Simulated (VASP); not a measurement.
Wanted: the native input for a VASP 6.6.1 run.

```
Task                   : single point
Functional             : PBE
Potentials or basis    : VASP PAW PBE potentials, release 64 (Sr_sv, B)
Cutoff                 : 520 eV
k mesh                 : 6 × 6 × 6
Occupations            : gaussian, width 0.1 eV
Spin                   : no spin polarisation
Dipole correction      : no
Further INCAR settings : ALGO = Normal; EDIFF = 1e-06; NBANDS = 14
```

The structure of SrB lies in POSCAR:

```
SrB
1.0
    0.0000000000      2.6497424100      2.6497424100
    2.6497424100      0.0000000000      2.6497424100
    2.6497424100      2.6497424100      0.0000000000
Sr B
1 1
Direct
    0.0000000000      0.0000000000      0.0000000000
    0.5000000000      0.5000000000      0.5000000000
```

These files were run (other wordings do the same):

INCAR

```
ALGO = Normal
EDIFF = 1E-6
ENCUT = 520
GGA = PE
ISIF = 2
ISMEAR = 0
LASPH = T
LCHARG = F
LREAL = F
LWAVE = F
NBANDS = 14
NELM = 60
PREC = Accurate
SIGMA = 0.1
```

KPOINTS

```
k-points
0
Gamma
  6 6 6
```

Potentials or basis: VASP PAW PBE potentials, release 64 (Sr_sv, B).

Command:

```console
$ cat potpaw_PBE.64/Sr_sv/POTCAR potpaw_PBE.64/B/POTCAR > POTCAR
$ mpirun -np 1 vasp_std > vasp.out
```

It gave:

| Property | Result |
| --- | --- |
| Pressure | 23.5 GPa |

Run time: 6 s on 1 thread of AMD EPYC 9R45 96-Core Processor (Zen 5) (shared host), peak memory 0.13 GiB.
